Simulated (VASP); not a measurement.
# Pt (Im-3m) in VASP: further runs

Pt is run at these levels: r2SCAN; tasks: single point.

Program: VASP 6.6.1. These are calculated values, not measurements. Logs are shortened: lines on timing, memory, paths and dates and some standing lists are left out, and cuts for length are marked.

## (1) The cell of the first run

It takes space group Im-3m (No. 229, cubic). The conventional cell has a = 3.141 Å, b = 3.141 Å, c = 3.141 Å, α = 90.00°, β = 90.00°, γ = 90.00°. Within 3.6 Å of Pt (site symmetry m-3m) lie 14 Pt at 2.72 to 3.14 Å.

## (2) Single point, r2SCAN

POSCAR reads:

```
Pt
1.0
   -1.5704377197      1.5704377197      1.5704377197
    1.5704377197     -1.5704377197      1.5704377197
    1.5704377197      1.5704377197     -1.5704377197
Pt
1
Direct
    0.0000000000      0.0000000000      0.0000000000
```

INCAR.step1 reads:

```
SYSTEM = Pt
PREC = Accurate ; ENCUT = 520
ISMEAR = -1 ; SIGMA = 0.1
LREAL = .FALSE. ; LASPH = .TRUE.
NELM = 60 ; NBANDS = 11
GGA = PE ; ALGO = Normal
EDIFF = 1E-4 ; LWAVE = .TRUE.
LCHARG = .FALSE.
```

INCAR.step2 reads:

```
SYSTEM = Pt
PREC = Accurate ; ENCUT = 520
EDIFF = 1E-6 ; ISMEAR = -1
SIGMA = 0.1 ; LREAL = .FALSE.
LASPH = .TRUE. ; NELM = 60
ALGO = Normal ; ISIF = 2
LWAVE = .FALSE. ; LCHARG = .FALSE.
METAGGA = R2SCAN ; LMIXTAU = .TRUE.
NBANDS = 11 ; ISTART = 1
```

KPOINTS reads:

```
regular mesh
0
G
  14 14 14
  0 0 0
```

Potentials or basis: VASP PAW PBE potentials, release 64 (Pt).

Run with:

```console
$ cat potpaw_PBE.64/Pt/POTCAR > POTCAR
$ cp INCAR.step1 INCAR
$ mpirun -np 1 vasp_std > vasp.out
$ cp INCAR.step2 INCAR
$ mpirun -np 1 vasp_std > vasp.out
```

OUTCAR:

```text
SYSTEM = Pt
   PREC = Accurate
   ENCUT = 520
   EDIFF = 1E-6
   ISMEAR = -1
   LREAL = .FALSE.
   LASPH = .TRUE.
   NELM = 60
   ISIF = 2
   METAGGA = R2SCAN
   ISTART = 1

 ion  position               nearest neighbor table
   1  0.000  0.000  0.000-

  LATTYP: Found a body centered cubic cell.
 ALAT       =     3.1408754394

  Lattice vectors:

 A1 = (  -1.5704377197,   1.5704377197,   1.5704377197)
 A2 = (   1.5704377197,  -1.5704377197,   1.5704377197)
 A3 = (   1.5704377197,   1.5704377197,  -1.5704377197)

Analysis of symmetry for initial positions (statically):
=====================================================================
 Subroutine PRICEL returns:
 Original cell was already a primitive cell.

 Routine SETGRP: Setting up the symmetry group for a
 body centered cubic supercell.

 Subroutine GETGRP returns: Found 48 space group operations
 (whereof 48 operations were pure point group operations)
 out of a pool of 48 trial point group operations.

The static configuration has the point symmetry O_h .

Analysis of symmetry for dynamics (positions and initial velocities):
=====================================================================
 Subroutine PRICEL returns:
 Original cell was already a primitive cell.

 Routine SETGRP: Setting up the symmetry group for a
 body centered cubic supercell.

 Subroutine GETGRP returns: Found 48 space group operations
 (whereof 48 operations were pure point group operations)
 out of a pool of 48 trial point group operations.

The dynamic configuration has the point symmetry O_h .

 Subroutine INISYM returns: Found 48 space group operations
 (whereof 48 operations are pure point group operations),
 and found     1 'primitive' translations

----------------------------------------------------------------------------------------

                                     Primitive cell

  volume of cell :      15.4925

  direct lattice vectors                    reciprocal lattice vectors
    -1.570437720  1.570437720  1.570437720     0.000000000  0.318382572  0.318382572
     1.570437720 -1.570437720  1.570437720     0.318382572  0.000000000  0.318382572
     1.570437720  1.570437720 -1.570437720     0.318382572  0.318382572  0.000000000

  length of vectors
     2.720077921  2.720077921  2.720077921     0.450260951  0.450260951  0.450260951

  position of ions in fractional coordinates (direct lattice)
     0.000000000  0.000000000  0.000000000

  ion indices of the primitive-cell ions
   primitive index   ion index
                 1           1

----------------------------------------------------------------------------------------

 KPOINTS: regular mesh

Automatic generation of k-mesh.
 Grid dimensions read from file:
 generate k-points for:   14   14   14

 Generating k-lattice:

  Cartesian coordinates                     Fractional coordinates (reciprocal lattice)
     0.000000000  0.022741612  0.022741612     0.071428571  0.000000000  0.000000000
     0.022741612  0.000000000  0.022741612     0.000000000  0.071428571  0.000000000
     0.022741612  0.022741612  0.000000000     0.000000000  0.000000000  0.071428571

  Length of vectors
     0.032161497  0.032161497  0.032161497

  Shift w.r.t. Gamma in fractional coordinates (k-lattice)
     0.000000000  0.000000000  0.000000000

 Subroutine IBZKPT returns following result:
 ===========================================

 Found    104 irreducible k-points:

 Following reciprocal coordinates:
            Coordinates               Weight
  0.000000  0.000000  0.000000      1.000000
  0.071429  0.000000  0.000000     12.000000
  0.142857  0.000000  0.000000     12.000000
  0.214286  0.000000  0.000000     12.000000
  0.285714  0.000000  0.000000     12.000000
  0.357143  0.000000  0.000000     12.000000
[... 16 lines left out ...]
  0.285714  0.285714  0.000000     24.000000
  0.357143  0.285714  0.000000     24.000000
 [... further k-points ...]
   k-points           NKPTS =    104   k-points in BZ     NKDIM =    104   number of bands    NBANDS=     11
   number of dos      NEDOS =    301   number of ions     NIONS =      1
   total plane-waves  NPLWV =   8000
   dimension x,y,z NGX =    20 NGY =   20 NGZ =   20
   dimension x,y,z NGXF=    40 NGYF=   40 NGZF=   40
   ions per type =               1
   NGX,Y,Z   is equivalent  to a cutoff of  12.22, 12.22, 12.22 a.u.
   NGXF,Y,Z  is equivalent  to a cutoff of  24.45, 24.45, 24.45 a.u.
 SYSTEM =  Pt
   PREC   = accura    normal or accurate (medium, high low for compatibility)
   ISTART =      1    job   : 0-new  1-cont  2-samecut
   ICHARG =      0    charge: 1-file 2-atom 10-const
   ISPIN  =      1    spin polarized calculation?
   LNONCOLLINEAR =      F non collinear calculations
   LSORBIT =      F    spin-orbit coupling
   LASPH  =      T    aspherical Exc in radial PAW
   ENCUT  =  520.0 eV  38.22 Ry    6.18 a.u.   5.06  5.06  5.06*2*pi/ulx,y,z
   NELM   =     60;   NELMIN=  2; NELMDL=  0     # of ELM steps
   EDIFF  = 0.1E-05   stopping-criterion for ELM
   LREAL  =      F    real-space projection
   EDIFFG = 0.1E-04   stopping-criterion for IOM
   NSW    =      0    number of steps for IOM
   IBRION =     -1    ionic relax: 0-MD 1-quasi-New 2-CG
   NFREE  =      0    steps in history (QN), initial steepest desc. (CG)
   ISIF   =      2    stress and relaxation
   ISYM   =      2    0-nonsym 1-usesym 2-fastsym
   POTIM  = 0.5000    time-step for ionic-motion
   TEBEG  =    0.0;   TEEND  =   0.0 temperature during run
   PSTRESS=    0.0 pullay stress
   NELECT =      10.0000    total number of electrons
   NUPDOWN=      -1.0000    fix difference up-down
   EMIN   =  10.00;   EMAX   =-10.00  energy-range for DOS
   EFERMI =   0.00;   METHOD = LEGACY
   ISMEAR =    -1;   SIGMA  =   0.10  broadening in eV -4-tet -1-fermi 0-gaus
   EFERMI_NEDOS =   21; number of points for ismear=-14 and -15
   IALGO  =     38    algorithm
   IMIX   =      4    mixing-type and parameters
     AMIX     =   0.40;   BMIX     =  1.00
     AMIX_MAG =   1.60;   BMIX_MAG =  1.00
  volume/ion in A,a.u.               =      15.49       104.55
  Fermi-wavevector in a.u.,A,eV,Ry     =   1.414819  2.673620 27.234943  2.001712
  Thomas-Fermi vector in A             =   2.536321
   LORBIT       =      0    0 simple, 1 ext, 2 COOP (PROOUT), +10 PAW based schemes
   METAGGA = R2SCAN    functional components
   LHFCALC =     F    Hartree Fock is set to
   AEXX    =    0.0000 exact exchange contribution
   IVDW    =     0    specifies the selected vdW correction
   LEPSILON=     F    determine dielectric tensor
   LRPA    =     F    only Hartree local field effects (RPA)
 non-spin polarized calculation
  energy-cutoff  :      520.00
  volume of cell :       15.49
 maximum number of plane-waves:       432
   NGX = 11   NGY = 11   NGZ = 11

 number of electron       9.9999997 magnetization

 Free energy of the ion-electron system (eV)
  ---------------------------------------------------
  ext. energy  EPLUGINS =         0.00000000
  ---------------------------------------------------
  free energy    TOTEN  =       -51.41808822 eV

  energy without entropy =      -51.38127579  energy(sigma->0) =      -51.39968201

 E-fermi :  10.2728     XC(G=0): -14.4166

 val. band max:       10.2610332052   @ k =  -0.3571   0.4286   0.1429
 cond. band min:      10.2930213499   @ k =  -0.3571   0.4286   0.2857
 fundamental gap:      0.0319881446
 Fermi energy:        10.2727692399

 k-point     1 :       0.0000    0.0000    0.0000
  band No.  band energies     occupation
      1       0.3606      2.00000
      2       6.5914      2.00000
      3       6.5914      2.00000
      4       6.5914      2.00000
      5       9.1666      1.99997
      6       9.1666      1.99997
      7      28.3968      0.00000
      8      28.3968      0.00000
      9      28.3968      0.00000
     10      39.0565      0.00000
     11      39.0565      0.00000

 k-point     2 :       0.0714    0.0000    0.0000
  band No.  band energies     occupation
      1       0.5808      2.00000
      2       6.5051      2.00000
      3       6.5918      2.00000
      4       6.7693      2.00000
      5       9.0573      1.99999
      6       9.1721      1.99997
      7      28.4962      0.00000
      8      28.5672      0.00000
      9      28.7195      0.00000
     10      36.5048      0.00000
     11      37.0607      0.00000

 k-point     3 :       0.1429    0.0000    0.0000
  band No.  band energies     occupation
      1       1.2079      2.00000
      2       6.2710      2.00000
      3       6.5756      2.00000
      4       7.2893      2.00000
      5       8.8358      2.00000
      6       9.1933      1.99996
      7      28.5402      0.00000
      8      28.5830      0.00000
      9      29.6498      0.00000
     10      34.6725      0.00000
     11      34.7347      0.00000

 k-point     4 :       0.2143    0.0000    0.0000
  band No.  band energies     occupation
      1       2.1099      2.00000
      2       5.9505      2.00000
      3       6.5731      2.00000
      4       8.1072      2.00000
      5       8.7141      2.00000
      6       9.2386      1.99994
      7      27.0712      0.00000
      8      27.9026      0.00000
      9      31.0812      0.00000
     10      33.9728      0.00000
     11      34.4321      0.00000
[... 239 lines left out ...]
 k-point    22 :       0.3571    0.2143    0.0000
  band No.  band energies     occupation
      1       4.3355      2.00000
      2       5.4767      2.00000
      3       7.1779      2.00000
      4       9.0062      1.99999
      5       9.8249      1.97756
      6      14.9964      0.00000
      7      17.1671      0.00000
      8      22.1158      0.00000
      9      27.0212      0.00000
     10      33.9969      0.00000
     11      35.2126      0.00000

 k-point    23 :       0.2857    0.2857    0.0000
  band No.  band energies     occupation
      1       4.5727      2.00000
      2       5.7304      2.00000
      3       6.6137      2.00000
      4       9.0987      1.99998
      5       9.6427      1.99634
      6      15.1493      0.00000
      7      17.9996      0.00000
      8      20.9986      0.00000
      9      27.5232      0.00000
     10      33.2563      0.00000
     11      35.1892      0.00000

 k-point    24 :       0.3571    0.2857    0.0000
  band No.  band energies     occupation
      1       4.6201      2.00000
      2       5.8570      2.00000
      3       6.5388      2.00000
      4       9.2592      1.99992
      5       9.6276      1.99685
      6      16.3297      0.00000
      7      17.3321      0.00000
      8      19.8774      0.00000
      9      27.6491      0.00000
     10      33.7860      0.00000
     11      34.2825      0.00000

 [... further k-points ...]
[... 5 lines left out ...]
  --------------------------------------------------------------------------------------
  -------------------------------------------------------------------------------------
  Total        0.0624203      0.0624203      0.0624203     -0.0000000     -0.0000000     -0.0000000
  in kB        6.4552665      6.4552665      6.4552665     -0.0000000     -0.0000000     -0.0000000
  external PRESSURE =       6.4552665 kB  Pullay stress =       0.0000000 kB

 VOLUME and BASIS-vectors are now :
 -----------------------------------------------------------------------------
  energy-cutoff  :      520.00
  volume of cell :       15.49
      direct lattice vectors                 reciprocal lattice vectors
    -1.570437720  1.570437720  1.570437720     0.000000000  0.318382572  0.318382572
     1.570437720 -1.570437720  1.570437720     0.318382572  0.000000000  0.318382572
     1.570437720  1.570437720 -1.570437720     0.318382572  0.318382572  0.000000000

 POSITION                                       TOTAL-FORCE (eV/Angst)
 -----------------------------------------------------------------------------------
      0.00000      0.00000      0.00000        -0.000000     -0.000000      0.000000
 -----------------------------------------------------------------------------------
    total drift:                                0.000000     -0.000000      0.000000

  FREE ENERGIE OF THE ION-ELECTRON SYSTEM (eV)
  ---------------------------------------------------
  free  energy   TOTEN  =       -51.4180882178 eV

  energy  without entropy=      -51.3812757943  energy(sigma->0) =      -51.39968201
```

Wall time 21 s (1 thread of Intel Xeon 6975P-C (Granite Rapids), shared host); peak memory 0.14 GiB.

Results:

| Quantity | Value |
| --- | --- |
| Free energy | -51.4181 eV |
| Pressure | 0.6 GPa |
| Band gap on the k mesh | zero (band 5 reaches 11.42 eV, above the bottom of band 6 at 9.01 eV) |

Levels at points of the mesh, in eV from the Fermi level:
```tsv
k point	band 1	band 2	band 3	band 4	band 5	band 6	band 7	band 8	band 9	band 10
(0.00, 0.00, 0.00)	-9.91	-3.68	-3.68	-3.68	-1.11	-1.11	18.12	18.12	18.12	28.78
(0.50, 0.00, 0.00)	-6.93	-5.20	-1.28	-0.78	0.42	1.18	6.83	14.11	16.84	25.42
(0.50, 0.50, 0.50)	-6.47	-6.47	0.62	0.62	0.62	8.20	8.20	8.20	13.79	20.18
```

Caveat: the PAW data sets were made with another functional, which shifts forces and pressure a little; spin-orbit coupling is left out, which moves the levels of the heavy elements.

## (3) Single point, r2SCAN (volume scaled by 0.96)

POSCAR reads:

```
Pt
1.0
   -1.5492129866      1.5492129866      1.5492129866
    1.5492129866     -1.5492129866      1.5492129866
    1.5492129866      1.5492129866     -1.5492129866
Pt
1
Direct
    0.0000000000      0.0000000000      0.0000000000
```

INCAR.step1 is that of step 2.

INCAR.step2 is that of step 2.

KPOINTS reads:

```
Automatic mesh
0
G
  16 16 16
  0 0 0
```

Potentials or basis: VASP PAW PBE potentials, release 64 (Pt).

Run with:

```console
$ cat potpaw_PBE.64/Pt/POTCAR > POTCAR
$ cp INCAR.step1 INCAR
$ mpirun -np 1 vasp_std > vasp.out
$ cp INCAR.step2 INCAR
$ mpirun -np 1 vasp_std > vasp.out
```

Run time: 28 s. Hardware: 1 thread of Intel Xeon 6975P-C (Granite Rapids), shared host; peak memory 0.14 GiB.

The run converged. Its results:

```
Free energy            : -51.3927 eV
Pressure               : 12.7 GPa
Band gap on the k mesh : zero (band 5 reaches 12.28 eV, above the bottom of band 6 at 9.69 eV)
```

Levels at points of the mesh, in eV from the Fermi level:
| k point | band 3 | band 4 | band 5 | band 6 | band 7 | band 8 |
| --- | --- | --- | --- | --- | --- | --- |
| (0.00, 0.00, 0.00) | -3.99 | -3.99 | -1.25 | -1.25 | 18.03 | 18.03 |
| (0.50, 0.00, 0.00) | -1.42 | -0.89 | 0.21 | 1.20 | 7.14 | 14.04 |
| (0.50, 0.50, 0.50) | 0.60 | 0.60 | 0.60 | 8.24 | 8.24 | 8.24 |

Caveat: the PAW data sets were made with another functional, which shifts forces and pressure a little; spin-orbit coupling is left out, which moves the levels of the heavy elements.

(Continued in part 2 of 2.)
